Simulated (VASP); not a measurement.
Set up this calculation in VASP 6.6.1, as the native input.

```yaml
Task: single point
Functional: PBEsol
Potentials_or_basis: VASP PAW PBE potentials, release 64 (Ta_pv, N)
Cutoff: 520 eV
k_mesh: 6 × 6 × 6
Occupations: gaussian, width 0.1 eV
Spin: no spin polarisation
Dipole_correction: no
Further_INCAR_settings: ALGO = Normal; EDIFF = 1e-06; NBANDS = 33
```

The structure of TaN (sol) lies in POSCAR:

```
TaN
1.0
    5.2084955000      0.0000000000      0.0000000000
   -2.6042477500      4.5106894200      0.0000000000
    0.0000000000      0.0000000000      2.9147477500
Ta N
3 3
Direct
    0.0000000000      0.0000000000      0.0000000000
    0.3333333300      0.6666666700      0.5000000000
    0.6666666700      0.3333333300      0.5000000000
    0.3923921700      0.0000000000      0.0000000000
    0.6076078300      0.6076078300      0.0000000000
    0.0000000000      0.3923921700      0.0000000000
```

The input as run:

INCAR

```
SYSTEM = TaN
PREC = Accurate
ENCUT = 520
EDIFF = 1E-6
ISMEAR = 0
SIGMA = 0.1
LREAL = .FALSE.
LASPH = .TRUE.
NELM = 80
ALGO = Normal
ISIF = 2
LWAVE = .FALSE.
LCHARG = .TRUE.
GGA = PS
LELF = .TRUE.
LVHAR = .TRUE.
NBANDS = 33
```

KPOINTS

```
regular mesh
0
G
  6 6 6
  0 0 0
```

Potentials or basis: VASP PAW PBE potentials, release 64 (Ta_pv, N).

The run is started by

```console
$ cat potpaw_PBE.64/Ta_pv/POTCAR potpaw_PBE.64/N/POTCAR > POTCAR
$ mpirun -np 1 vasp_std > vasp.out
```

Results of the run:

- Pressure: -4.8 GPa
- Largest force: 0.049 eV/Å
- Band gap on the k mesh: zero (band 24 reaches 10.00 eV, above the bottom of band 25 at 7.20 eV)

Caveat: the PAW data sets were made with another functional, which shifts forces and pressure a little; spin-orbit coupling is left out, which moves the levels of the heavy elements.

It took 58 s on 1 thread of Intel(R) Xeon(R) Platinum 8488C (Sapphire Rapids) (shared host), peak memory 0.21 GiB.
